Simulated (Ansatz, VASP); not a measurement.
ZnS: VASP beside Ansatz

File INCAR:

```
SYSTEM = ZnS
PREC = Accurate
ENCUT = 520
EDIFF = 1E-8
ISMEAR = -1
SIGMA = 0.03
LREAL = .False.
LASPH = .True.
NELM = 60
ALGO = Normal
ISIF = 2
LWAVE = .False.
LCHARG = .False.
GGA = PS
LEFG = .True.
NBANDS = 26
```

File KPOINTS:

```
regular mesh
0
Gamma
  8 8 5
  0 0 0
```

File POSCAR:

```
ZnS
1.0
    3.8109987816      0.0000000000      0.0000000000
   -1.9054993908      3.3004217586      0.0000000000
    0.0000000000      0.0000000000      6.1093200000
Zn S
2 2
Direct
    0.3333333333      0.6666666667      0.0000000000
    0.6666666667      0.3333333333      0.5000000000
    0.3333333333      0.6666666667      0.3850000000
    0.6666666667      0.3333333333      0.8850000000
```

Input for Ansatz:

```yaml
crystal:
  lattice:
    - [3.8109987816, 0.0, 0.0]
    - [-1.9054993908, 3.3004217586, 0.0]
    - [0.0, 0.0, 6.10932]
  atoms:
    - { symbol: Zn, position: [0.3333333333, 0.6666666667, 0.0] }
    - { symbol: Zn, position: [0.6666666667, 0.3333333333, 0.5] }
    - { symbol: S, position: [0.3333333333, 0.6666666667, 0.385] }
    - { symbol: S, position: [0.6666666667, 0.3333333333, 0.885] }
kpoints:
  mp_grid: { grid: [8, 8, 5] }
scf:
  occupations: { method: fermi_dirac, width: 0.03 }
hamiltonian:
  xc: pbesol
  pseudopotentials: { kind: all_electron, datasets: crystal }
output:
  forces: true
  stress: true
  eigenvalues: true
  efg: { contact_densities: true }
```

Change from the starting cell: zz strain of -2 %, crystal datasets.

Alike in both runs: task electric field gradients; functional PBEsol; k mesh 8 × 8 × 5; occupations fermi-dirac, width 0.03 eV; no spin polarisation.

|  | VASP | Ansatz |
| --- | --- | --- |
| version | VASP 6.6.1 | Ansatz 0.2.0 |
| potentials or method | VASP PAW PBE potentials, release 64 (Zn, S), cutoff 520 eV | all-electron PAW with datasets made for the crystal, scalar-relativistic |

```csv
,VASP,Ansatz,Ansatz less VASP
gap on the k mesh at the Fermi level (eV),2.18,2.17,-0.003
pressure (GPa),0.3,0.1,-0.20
"traceless stress, the component that is largest in VASP (GPa)",0.43,0.44,+0.009
rms of the force components (eV/Å),0.125,0.124,-0.0005
size of Vzz on the site where it differs most (V/Å²),10.6,9.7,-0.89
```

VASP's potentials were made for PBE, not for PBEsol. Atom by atom the forces differ by 0.000 eV/Å (rms over components). Ansatz ran all-electron here, and VASP with PAW potentials.
